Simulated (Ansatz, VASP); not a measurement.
**Ti in VASP and in Ansatz**

The input POSCAR:

```
Ti
1.0
    0.0000000000      1.9103031386      2.2923637664
    1.9103031386      0.0000000000      2.2923637664
    1.9103031386      1.9103031386      0.0000000000
Ti
1
Direct
    0.0000000000      0.0000000000      0.0000000000
```

The input INCAR.step1:

```
PREC     = Accurate       # precision mode
ENCUT    = 520            # plane-wave cutoff, eV
ISMEAR   = 0              # smearing method
SIGMA    = 0.15           # smearing width, eV
LREAL    = False          # projectors in reciprocal space
LASPH    = True           # aspherical terms in the spheres
NELM     = 100            # most SCF steps
NBANDS   = 12             # bands
GGA      = PE             # functional
ALGO     = Normal         # electronic algorithm
EDIFF    = 1E-4           # SCF threshold, eV
LWAVE    = True           # write WAVECAR
LCHARG   = False          # write CHGCAR
```

Contents of INCAR.step2:

```
PREC     = Accurate       # precision mode
ENCUT    = 520            # plane-wave cutoff, eV
EDIFF    = 1E-6           # SCF threshold, eV
ISMEAR   = 0              # smearing method
SIGMA    = 0.15           # smearing width, eV
LREAL    = False          # projectors in reciprocal space
LASPH    = True           # aspherical terms in the spheres
NELM     = 100            # most SCF steps
ALGO     = Normal         # electronic algorithm
ISIF     = 2              # what is computed and relaxed
LWAVE    = False          # write WAVECAR
LCHARG   = False          # write CHGCAR
METAGGA  = R2SCAN         # meta-GGA
LMIXTAU  = True         
NBANDS   = 12             # bands
ISTART   = 1
```

Contents of KPOINTS:

```
regular mesh
0
Gamma
  22 22 22
```

Input for Ansatz:

```yaml
crystal:
  lattice:
    - [0.0, 1.9103031386, 2.2923637664]
    - [1.9103031386, 0.0, 2.2923637664]
    - [1.9103031386, 1.9103031386, 0.0]
  atoms:
    - { symbol: Ti, position: [0.0, 0.0, 0.0] }
basis:
  ecutwfc: 500
kpoints:
  mp_grid: { grid: [22, 22, 22] }
hamiltonian:
  xc: r2scan
scf:
  occupations: { method: gaussian, width: 0.15 }
output:
  forces: true
  stress: true
  eigenvalues: true
```

Alike in both runs: task single point; functional r2SCAN; k mesh 22 × 22 × 22; occupations gaussian, width 0.15 eV; no spin polarisation.

|  | VASP | Ansatz |
| --- | --- | --- |
| version | VASP 6.6.1 | Ansatz 0.2.0 |
| potentials or method | VASP PAW PBE potentials, release 64 (Ti_sv), cutoff 520 eV | scalar-relativistic, plane waves, PAW |
| valence electrons in the cell | 12 | 12 |

|  | VASP | Ansatz | Ansatz less VASP |
| --- | --- | --- | --- |
| gap on the k mesh at the Fermi level (eV) | none | none | - |
| pressure (GPa) | 3.8 | 3.3 | -0.48 |
| traceless stress, the component that is largest in VASP (GPa) | -4.21 | -4.14 | +0.075 |

VASP's potentials were made for PBE, not for r2SCAN. A gap of «none» marks a metal or a gap that the smearing closes. The functional is the same, so the differences come from potentials, cutoffs and numerics.
